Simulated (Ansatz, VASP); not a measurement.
# Cu in VASP and in Ansatz

```
CELL_PARAMETERS angstrom
-1.42740 1.42740 1.34108
1.42740 -1.42740 1.34108
2.85479 2.85479 0.00000
ATOMIC_POSITIONS crystal
Cu 0.98647 0.98647 0.00000
Cu 0.51353 0.51353 0.50000
```

Change from the starting cell: mode 1 frozen in at +0.000 Å and mode 5 at -0.036 Å (largest displacements).

Alike in both runs: task single point; functional LDA; k mesh 20 × 20 × 12; occupations gaussian, width 0.15 eV; no spin polarisation.

|  | VASP | Ansatz |
| --- | --- | --- |
| version | VASP 6.6.1 | Ansatz 0.2.0 |
| potentials or method | VASP PAW LDA potentials, release 64 (Cu), cutoff 520 eV | scalar-relativistic, plane waves, PAW |
| valence electrons in the cell | 22 | 38 |

```csv
,VASP,Ansatz,Ansatz less VASP
gap on the k mesh at the Fermi level (eV),none,none,-
pressure (GPa),2.7,0.2,-2.46
"traceless stress, the component that is largest in VASP (GPa)",0.39,0.43,+0.038
rms of the force components (eV/Å),0.149,0.148,-0.0004
```

Ansatz warns that its potentials were made for another functional, while VASP's fit it. LDA's correlation is that of Perdew and Zunger in VASP and of Perdew and Wang (1992) in Ansatz. Atom by atom the forces differ by 0.000 eV/Å (rms over components). A gap of «none» marks a metal or a gap that the smearing closes. VASP's potentials hold 22 valence electrons a cell and Ansatz's 38, so a difference there can come from the potentials and not from the codes.
